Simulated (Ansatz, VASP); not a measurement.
**Two plane-wave programs on CuO**

```
Cu O
1.0
     3.28802    0.00000    0.00000
    -1.64401    2.84751    0.00000
     0.00000    0.00000    5.38502
Cu O
2 2
Direct
  0.66667 0.33333 0.00000
  0.33333 0.66667 0.50000
  0.66667 0.33333 0.62520
  0.33333 0.66667 0.12520
```

Alike in both runs: functional PBE; k mesh 9 × 9 × 5; occupations fermi-dirac, width 0.05 eV; no spin polarisation.

|  | VASP | Ansatz |
| --- | --- | --- |
| version | VASP 6.6.1 | Ansatz 0.2.0 |
| potentials or method | VASP PAW PBE potentials, release 64 (Cu, O) | Ansatz PAW |
| plane-wave cutoff (eV) | 520 | 420 |
| valence electrons in the cell | 34 | 50 |
| task | single point | band structure |

Ansatz gave:

- gap on the k mesh at the Fermi level (eV): none
- pressure (GPa): -9.1
- traceless stress, the component that is largest in VASP (GPa): 0.93
- rms of the force components (eV/Å): 0.043

**Question.** Estimate VASP's values.

**Answer.** gap on the k mesh at the Fermi level (eV): none; pressure (GPa): -8.7; traceless stress, the component that is largest in VASP (GPa): 0.89; rms of the force components (eV/Å): 0.042.

Atom by atom the forces differ by 0.001 eV/Å (rms over components). A gap of «none» marks a metal or a gap that the smearing closes. With one functional, cell and mesh, what is left measures potentials, basis and numerics. VASP's potentials hold 34 valence electrons a cell and Ansatz's 50, so a difference there can come from the potentials and not from the codes.
